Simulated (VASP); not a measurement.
Crystal: Zn4Se3S.

```
Zn Se S
1.0
     4.09946   -0.03927    0.02079
    -0.03927    3.94171    0.05780
     0.05877    0.16339   11.27928
Zn Se S
4 3 1
Direct
  0.50404 0.02760 0.88830
  0.00623 0.49078 0.12173
  0.50082 0.99463 0.37779
  0.00321 0.48755 0.62663
  0.47749 0.51173 0.24006
  0.00470 0.00353 0.50315
  0.51067 0.48561 0.75147
  0.99284 0.99857 0.99086
```

| Property | Result |
| --- | --- |
| Program | VASP 6.6.1 |
| Task | relaxation of cell and atoms |
| Functional | PBE |
| Potentials or basis | VASP PAW PBE potentials, release 64 (Zn, Se, S) |
| Cutoff | 600 eV |
| k mesh | 4 × 4 × 2 |
| Occupations | gaussian, width 0.1 eV |
| Spin | no spin polarisation |

At the start: pressure 0.5 GPa; volume 22.77 Å³/atom.

Task: How do energy, volume and symmetry change on relaxing?

Result: Over 14 steps the energy falls by 37.8 meV/atom and the volume is 22.75 Å³/atom (-0.1 %); space group P-4m2 (No. 115, to 0.05 Å).

The path:
```
step  energy change (eV)  largest force (eV/Å)  pressure (GPa)  volume (Å³)
   1              0.0000                1.0312            0.47       182.20
   2             -0.2090                0.5204           -0.47       183.93
   3             -0.2382                0.5692           -0.83       184.92
   4             -0.2813                0.3169            0.13       181.75
   5             -0.2841                0.2527            0.48       180.70
   6             -0.2957                0.1042            0.00       182.11
   7             -0.2963                0.0928           -0.09       182.48
   8             -0.2993                0.0605           -0.05       182.31
   9             -0.2998                0.0657           -0.02       182.23
  10             -0.3006                0.0350            0.02       182.10
  11             -0.3009                0.0520            0.06       182.00
  12             -0.3015                0.0375           -0.07       182.26
  13             -0.3017                0.0334           -0.10       182.41
  14             -0.3021                0.0210            0.02       182.02
```

Final structure:
```xyz
8
Lattice="4.0186 0.0009 0.0011 0.0015 4.0231 0.0001 0.0022 0.0005 11.2587" Properties=species:S:1:pos:R:3 pbc="T T T"
Zn    2.0093    0.0122    9.9655
Zn    4.0078    2.0086    1.2949
Zn    2.0126    0.0023    4.1816
Zn    0.0140    2.0027    7.0756
Se    2.0022    2.0132    2.7381
Se    0.0049    4.0157    5.6286
Se    2.0200    2.0206    8.5226
S     4.0174    4.0223    0.0034
```
